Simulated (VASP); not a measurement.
Input of a VASP 6.6.1 run:

The input INCAR:

```
ALGO = Normal
EDIFF = 1E-6
ENCUT = 600
GGA = PE
GGA_COMPAT = F
ISIF = 2
ISMEAR = 1
LASPH = T
LCHARG = F
LREAL = F
LWAVE = F
NBANDS = 7
NELM = 120
PREC = Accurate
SIGMA = 0.05
```

Contents of KPOINTS:

```
k-points
0
Gamma
  12 12 12
```

Contents of POSCAR:

```
Be
1.0
    0.0000000000      1.5421922250      1.5421922250
    1.5421922250      0.0000000000      1.5421922250
    1.5421922250      1.5421922250      0.0000000000
Be
1
Direct
    0.0000000000      0.0000000000      0.0000000000
```

Potentials or basis: VASP PAW PBE potentials, release 64 (Be).

The run is started by

```console
$ cat potpaw_PBE.64/Be/POTCAR > POTCAR
$ mpirun -np 1 vasp_std > vasp.out
```

(1) Estimate the band gap on the k mesh.

(2) Estimate the pressure.

Results:

(1) zero (bands 1 and 2 overlap by 0.77 eV).

(2) 10.2 GPa.

Caveat: the cell stands under pressure.
